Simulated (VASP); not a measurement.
# LiSi16 (a cell with a defect) in VASP: further runs

Runs on LiSi16 (a cell with a defect). Level: PBE. Tasks: single point.

Program: VASP 6.6.1. These are calculated values, not measurements. Logs are shortened: lines on timing, memory, paths and dates and some standing lists are left out, and cuts for length are marked.

**1. The cell of the first run**

The cell holds a defect, 17 atoms: a = 7.679 Å, b = 7.679 Å, c = 7.679 Å, α = 60.00°, β = 60.00°, γ = 60.00°.

**2. Single point, PBE, collinear spin, zero start**

File INCAR:

```
ALGO     = Normal         # electronic algorithm
EDIFF    = 1E-6           # SCF threshold, eV
ENCUT    = 520            # plane-wave cutoff, eV
GGA      = PE             # functional
ISIF     = 2              # what is computed and relaxed
ISMEAR   = -1             # smearing method
ISPIN    = 2              # spin polarisation
LASPH    = T              # aspherical terms in the spheres
LCHARG   = F              # write CHGCAR
LORBIT   = 11             # projections on sites
LREAL    = Auto         
LWAVE    = F              # write WAVECAR
MAGMOM   = 0 0 0 0 0 0 0 0 0 0 0 0 0 0 0 0 0 # initial moments
NBANDS   = 52             # bands
NELM     = 150            # most SCF steps
PREC     = Accurate       # precision mode
SIGMA    = 0.02           # smearing width, eV
```

File KPOINTS:

```
k-points
0
Gamma
  2 2 2
```

File POSCAR:

```
LiSi16
1.0
    0.0000000000      5.4300000000      5.4300000000
    5.4300000000      0.0000000000      5.4300000000
    5.4300000000      5.4300000000      0.0000000000
Si Li
16 1
Direct
    0.0127348066     -0.0159392265     -0.0216850829
    0.1041988950      0.1436464088      0.1035359116
   -0.0050000000      0.0334714549      0.4990147330
    0.1524401473      0.1463627993      0.5988121547
   -0.0374585635      0.5346777164      0.0001473297
    0.1320810313      0.6144198895      0.1341068140
   -0.0252854512      0.5229650092      0.4960220994
    0.0604880295      0.6670626151      0.6353683241
    0.4909760589     -0.0085451197     -0.0041620626
    0.6379926335      0.1104051565      0.1326519337
    0.4863351750     -0.0285819521      0.5369797422
    0.6203775322      0.1168600368      0.6472283610
    0.5035543278      0.4750828729      0.0512154696
    0.6266758748      0.6116666667      0.1894014733
    0.4374125230      0.5463812155      0.5481860037
    0.5992265193      0.6046777164      0.6800000000
    0.8133701657      1.0194106814      0.3566482505
```

Potentials or basis: VASP PAW PBE potentials, release 64 (Si, Li_sv).

Started as:

```
cat potpaw_PBE.64/Si/POTCAR potpaw_PBE.64/Li_sv/POTCAR > POTCAR
mpirun -np 1 vasp_std > vasp.out
```

OUTCAR:

```text
EDIFF = 1E-6
   ENCUT = 520
   GGA = PE
   ISIF = 2
   ISMEAR = -1
   ISPIN = 2
   LASPH = T
   LORBIT = 11
   LREAL = Auto
   NELM = 150
   PREC = Accurate

 ion  position               nearest neighbor table
   1  0.013  0.984  0.978-   6 2.33  10 2.36   2 2.37   4 2.40  17 2.60
   2  0.104  0.144  0.104-  17 2.37   1 2.37   9 2.43   5 2.46   3 2.50
   3  0.995  0.033  0.499-  17 2.22   8 2.33   4 2.33  12 2.37   2 2.50
   4  0.152  0.146  0.599-  11 2.14   3 2.33   7 2.39   1 2.40
   5  0.963  0.535  0.000-  14 2.17   8 2.29   6 2.43   2 2.46
   6  0.132  0.614  0.134-   7 2.28   1 2.33  13 2.35   5 2.43
   7  0.975  0.523  0.496-   6 2.28   8 2.33   4 2.39  16 2.39
   8  0.060  0.667  0.635-   5 2.29   7 2.33   3 2.33  15 2.38
   9  0.491  0.991  0.996-  12 2.19   2 2.43  14 2.44  10 2.53
  10  0.638  0.110  0.133-  13 2.30  17 2.33   1 2.36   9 2.53  11 2.54
  11  0.486  0.971  0.537-   4 2.14  17 2.30  16 2.30  12 2.45  10 2.54
  12  0.620  0.117  0.647-   9 2.19  17 2.23   3 2.37  11 2.45  15 2.71
  13  0.504  0.475  0.051-  10 2.30  16 2.34   6 2.35  14 2.50
  14  0.627  0.612  0.189-   5 2.17  15 2.30   9 2.44  13 2.50
  15  0.437  0.546  0.548-  16 2.24  14 2.30   8 2.38  12 2.71
  16  0.599  0.605  0.680-  15 2.24  11 2.30  13 2.34   7 2.39
  17  0.813  0.019  0.357-   3 2.22  12 2.23  11 2.30  10 2.33   2 2.37   1 2.60

  LATTYP: Found a face centered cubic cell.
 ALAT       =    10.8600000000

  Lattice vectors:

 A1 = (   0.0000000000,   5.4300000000,   5.4300000000)
 A2 = (   5.4300000000,   0.0000000000,   5.4300000000)
 A3 = (   5.4300000000,   5.4300000000,   0.0000000000)

Analysis of symmetry for initial positions (statically):
=====================================================================
 Subroutine PRICEL returns:
 Original cell was already a primitive cell.

 Routine SETGRP: Setting up the symmetry group for a
 face centered cubic supercell.

 Subroutine GETGRP returns: Found  1 space group operations
 (whereof  1 operations were pure point group operations)
 out of a pool of 48 trial point group operations.

The static configuration has the point symmetry C_1 .

Analysis of symmetry for dynamics (positions and initial velocities):
=====================================================================
 Subroutine PRICEL returns:
 Original cell was already a primitive cell.

 Routine SETGRP: Setting up the symmetry group for a
 face centered cubic supercell.

 Subroutine GETGRP returns: Found  1 space group operations
 (whereof  1 operations were pure point group operations)
 out of a pool of 48 trial point group operations.

The dynamic configuration has the point symmetry C_1 .

Analysis of structural, dynamic, and magnetic symmetry:
=====================================================================
 Subroutine PRICEL returns:
 Original cell was already a primitive cell.

 Routine SETGRP: Setting up the symmetry group for a
 face centered cubic supercell.

 Subroutine GETGRP returns: Found  1 space group operations
 (whereof  1 operations were pure point group operations)
 out of a pool of 48 trial point group operations.

The overall configuration has the point symmetry C_1 .

 Subroutine INISYM returns: Found  1 space group operations
 (whereof  1 operations are pure point group operations),
 and found     1 'primitive' translations

----------------------------------------------------------------------------------------

                                     Primitive cell

  volume of cell :     320.2060

  direct lattice vectors                    reciprocal lattice vectors
     0.000000000  5.430000000  5.430000000    -0.092081031  0.092081031  0.092081031
     5.430000000  0.000000000  5.430000000     0.092081031 -0.092081031  0.092081031
     5.430000000  5.430000000  0.000000000     0.092081031  0.092081031 -0.092081031

  length of vectors
     7.679179644  7.679179644  7.679179644     0.159489025  0.159489025  0.159489025

  position of ions in fractional coordinates (direct lattice)
     0.012734807  0.984060773  0.978314917
     0.104198895  0.143646409  0.103535912
     0.995000000  0.033471455  0.499014733
     0.152440147  0.146362799  0.598812155
     0.962541436  0.534677716  0.000147330
     0.132081031  0.614419889  0.134106814
[... 9 lines left out ...]
     0.599226519  0.604677716  0.680000000
     0.813370166  0.019410681  0.356648251

  ion indices of the primitive-cell ions
   primitive index   ion index
[... 62 lines left out ...]
 SYSTEM =  unknown system
   PREC   = accura    normal or accurate (medium, high low for compatibility)
   ISTART =      0    job   : 0-new  1-cont  2-samecut
   ICHARG =      2    charge: 1-file 2-atom 10-const
   ISPIN  =      2    spin polarized calculation?
   LNONCOLLINEAR =      F non collinear calculations
   LSORBIT =      F    spin-orbit coupling
   LASPH  =      T    aspherical Exc in radial PAW
   ENCUT  =  520.0 eV  38.22 Ry    6.18 a.u.  14.28 14.28 14.28*2*pi/ulx,y,z
   NELM   =    150;   NELMIN=  2; NELMDL= -5     # of ELM steps
   EDIFF  = 0.1E-05   stopping-criterion for ELM
   LREAL  =      T    real-space projection
   EDIFFG = 0.1E-04   stopping-criterion for IOM
   NSW    =      0    number of steps for IOM
   IBRION =     -1    ionic relax: 0-MD 1-quasi-New 2-CG
   NFREE  =      0    steps in history (QN), initial steepest desc. (CG)
   ISIF   =      2    stress and relaxation
   ISYM   =      2    0-nonsym 1-usesym 2-fastsym
   POTIM  = 0.5000    time-step for ionic-motion
   TEBEG  =    0.0;   TEEND  =   0.0 temperature during run
   PSTRESS=    0.0 pullay stress
   NELECT =      67.0000    total number of electrons
   NUPDOWN=      -1.0000    fix difference up-down
   EMIN   =  10.00;   EMAX   =-10.00  energy-range for DOS
   EFERMI =   0.00;   METHOD = LEGACY
   ISMEAR =    -1;   SIGMA  =   0.02  broadening in eV -4-tet -1-fermi 0-gaus
   EFERMI_NEDOS =   21; number of points for ismear=-14 and -15
   IALGO  =     38    algorithm
   IMIX   =      4    mixing-type and parameters
     AMIX     =   0.40;   BMIX     =  1.00
     AMIX_MAG =   1.60;   BMIX_MAG =  1.00
  volume/ion in A,a.u.               =      18.84       127.11
  Fermi-wavevector in a.u.,A,eV,Ry     =   0.971904  1.836632 12.852022  0.944597
  Thomas-Fermi vector in A             =   2.102159
   LORBIT       =     11    0 simple, 1 ext, 2 COOP (PROOUT), +10 PAW based schemes
   GGA     = PE    functional components
   LHFCALC =     F    Hartree Fock is set to
   AEXX    =    0.0000 exact exchange contribution
   IVDW    =     0    specifies the selected vdW correction
   LEPSILON=     F    determine dielectric tensor
   LRPA    =     F    only Hartree local field effects (RPA)
 spin polarized calculation
  energy-cutoff  :      520.00
  volume of cell :      320.21
 maximum number of plane-waves:      8646
 NGX is ok and might be reduce to    60
   NGX = 29   NGY = 29   NGZ = 29

 number of electron      66.9999999 magnetization       0.0000082

 number of electron      66.9999999 magnetization      -0.0000014

 Free energy of the ion-electron system (eV)
  ---------------------------------------------------
  ext. energy  EPLUGINS =         0.00000000
  ---------------------------------------------------
  free energy    TOTEN  =       -84.08785686 eV

  energy without entropy =      -84.08021143  energy(sigma->0) =      -84.08403414

 E-fermi :   6.6597     XC(G=0):  -9.5500

 val. band max:        6.6345141713   @ k =   0.0000   0.0000   0.0000
 cond. band min:       6.6808901098   @ k =   0.0000   0.0000   0.5000
 fundamental gap:      0.0463759385
 Fermi energy:         6.6597000636

 spin component 1

 k-point     1 :       0.0000    0.0000    0.0000
  band No.  band energies     occupation
      1     -40.0972      1.00000
      2      -6.0219      1.00000
      3      -3.8837      1.00000
      4      -3.7398      1.00000
      5      -3.6430      1.00000
      6      -3.5638      1.00000
[... 373 lines left out ...]
     44       9.9184      0.00000
     45      10.2618      0.00000
 Fermi energy:         6.6597000636

 spin component 2

 k-point     1 :       0.0000    0.0000    0.0000
  band No.  band energies     occupation
      1     -40.0972      1.00000
      2      -6.0219      1.00000
      3      -3.8837      1.00000
      4      -3.7398      1.00000
      5      -3.6430      1.00000
      6      -3.5638      1.00000
[... 373 lines left out ...]
     44       9.9184      0.00000
     45      10.2618      0.00000
 [bands above 45 left out]

------------------------ aborting loop because EDIFF is reached ----------------------------------------

  FORCE on cell =-STRESS in cart. coord.  units (eV):
  Direction    XX          YY          ZZ          XY          YZ          ZX
  --------------------------------------------------------------------------------------
  -------------------------------------------------------------------------------------
  Total        9.0335301      7.9263212      9.9195102     -0.0442628      1.9581307     -5.1037584
  in kB       45.2000163     39.6600050     49.6330913     -0.2214727      9.7976690    -25.5370783
  external PRESSURE =      44.8310375 kB  Pullay stress =       0.0000000 kB

 VOLUME and BASIS-vectors are now :
 -----------------------------------------------------------------------------
  energy-cutoff  :      520.00
  volume of cell :      320.21
      direct lattice vectors                 reciprocal lattice vectors
     0.000000000  5.430000000  5.430000000    -0.092081031  0.092081031  0.092081031
     5.430000000  0.000000000  5.430000000     0.092081031 -0.092081031  0.092081031
     5.430000000  5.430000000  0.000000000     0.092081031  0.092081031 -0.092081031

 POSITION                                       TOTAL-FORCE (eV/Angst)
 -----------------------------------------------------------------------------------
     10.65570      5.38140      5.41260         0.411526     -0.183316      0.513529
      1.34220      1.12800      1.34580         0.204214      0.692894      1.197895
      2.89140      8.11250      5.58460        -0.248450      0.095517      0.513816
      4.04630      4.07930      1.62250         1.964685     -1.531919     -1.666026
      2.90410      5.22740      8.12990        -1.382999      2.215973      0.648983
      4.06450      1.44540      4.05350        -0.599056     -0.811049     -0.035800
[... 9 lines left out ...]
      6.97580      6.94620      6.53720         0.220579      0.504519      0.734431
      2.04200      6.35320      4.52200        -1.247533     -0.093733     -0.044100
 -----------------------------------------------------------------------------------
    total drift:                               -0.009186      0.001785     -0.004080

  FREE ENERGIE OF THE ION-ELECTRON SYSTEM (eV)
  ---------------------------------------------------
  free  energy   TOTEN  =       -84.0878568573 eV

  energy  without entropy=      -84.0802114278  energy(sigma->0) =      -84.08403414

 total charge

# of ion       s       p       d       tot
------------------------------------------
    1        0.745   0.940   0.000   1.685
    2        0.753   0.907   0.000   1.660
    3        0.751   0.948   0.000   1.699
    4        0.751   0.970   0.000   1.721
    5        0.744   0.959   0.000   1.703
    6        0.745   0.948   0.000   1.693
[... 9 lines left out ...]
   16        0.746   0.964   0.000   1.710
   17        2.048   0.127   0.000   2.174
--------------------------------------------------
tot         14.037  15.228   0.000  29.266

 magnetization (x)

# of ion       s       p       d       tot
------------------------------------------
    1       -0.000  -0.000   0.000  -0.000
    2        0.000   0.000   0.000   0.000
    3        0.000  -0.000   0.000  -0.000
    4       -0.000   0.000   0.000  -0.000
    5        0.000   0.000   0.000   0.000
    6       -0.000   0.000   0.000   0.000
[... 9 lines left out ...]
   16       -0.000  -0.000   0.000  -0.000
   17        0.000  -0.000   0.000  -0.000
--------------------------------------------------
tot          0.000  -0.000   0.000  -0.000
```

Run time: 5.3 min. Hardware: 1 thread of AMD EPYC 9R45 (Zen 5), shared host; peak memory 0.67 GiB.

What came out:

| Property | Result |
| --- | --- |
| Free energy | -84.0879 eV |
| Largest force | 3.061 eV/Å |
| Net moment | 0.00 μB per cell |
| Valence electrons inside the program's atomic spheres | Si 1.69, 1.66, 1.70, 1.72, 1.67, 1.68, 1.73, 1.71 (each value once); Li 2.17 |

Forces on the atoms (eV/Å):
```
Si   0.412 -0.183  0.514
Si   0.204  0.693  1.198
Si  -0.248  0.096  0.514
Si   1.965 -1.532 -1.666
Si  -1.383  2.216  0.649
Si  -0.599 -0.811 -0.036
Si   0.219  0.490 -0.652
Si  -0.269  0.378  0.796
Si   1.756  1.915 -0.959
Si  -0.661 -1.056 -1.734
Si  -1.283  1.053  1.893
Si   1.134 -1.797  0.982
Si   0.701  0.444  0.621
Si   0.706 -2.735 -1.177
Si  -1.628  0.419 -1.632
Si   0.221  0.505  0.734
Li  -1.248 -0.094 -0.044
```

Caveat: the k points lie up to 0.50 Å⁻¹ apart; the cutoff is under 1.25 times the usual one of these potentials, so pressure, stress and relaxed cells hold a basis-set (Pulay) error; no moment was typed at the start, so none could form.

(Part 1 of 2 ends here.)
